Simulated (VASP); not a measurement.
Ti3Se: single point with LDA

Ti3Se:

```
Se Ti
1.0
     3.19745    0.00000    0.00000
    -1.59872    2.76907    0.00000
     0.00000    0.00000    7.94275
Se Ti
1 3
Direct
  0.00000 0.00000 0.00000
  0.66667 0.33333 0.50000
  0.33333 0.66667 0.77290
  0.33333 0.66667 0.22710
```

```yaml
Program: VASP 6.6.1
Task: single point
Functional: LDA
Potentials_or_basis: VASP PAW LDA potentials, release 64 (Se, Ti_sv)
Cutoff: 520 eV
k_mesh: 10 × 10 × 4
Occupations: fermi-dirac, width 0.05 eV
Spin: no spin polarisation
```

| Quantity | Value |
| --- | --- |
| Pressure | -7.8 GPa |
| Largest force | 0.086 eV/Å |
| Band gap on the k mesh | zero (bands 21 and 22 overlap by 0.53 eV) |

Forces in eV/Å, atoms in the order of the input:
```
Se   0.000  0.000  0.000
Ti   0.000  0.000  0.000
Ti   0.000  0.000  0.086
Ti   0.000  0.000 -0.086
```

Stress tensor (GPa, compression positive):
```
-7.27  0.00  0.00
 0.00 -7.27  0.00
 0.00  0.00 -8.75
```

Levels at points of the mesh, in eV from the Fermi level:
| k point | band 19 | band 20 | band 21 | band 22 | band 23 | band 24 |
| --- | --- | --- | --- | --- | --- | --- |
| (0.00, 0.00, 0.00) | -0.09 | 0.15 | 0.15 | 0.29 | 0.29 | 0.95 |
| (0.50, 0.00, 0.00) | -1.54 | -0.59 | -0.41 | 0.18 | 0.84 | 0.84 |
| (0.00, 0.00, 0.50) | -0.61 | 0.38 | 0.38 | 0.60 | 0.60 | 0.60 |
| (0.50, 0.00, 0.50) | -1.47 | -0.86 | -0.84 | 0.61 | 0.84 | 0.99 |

Wall time 2.4 min on 1 thread of Intel Xeon 8259CL, on a shared host, peak memory 0.2 GiB.

Caveat: the cell stands under tension.
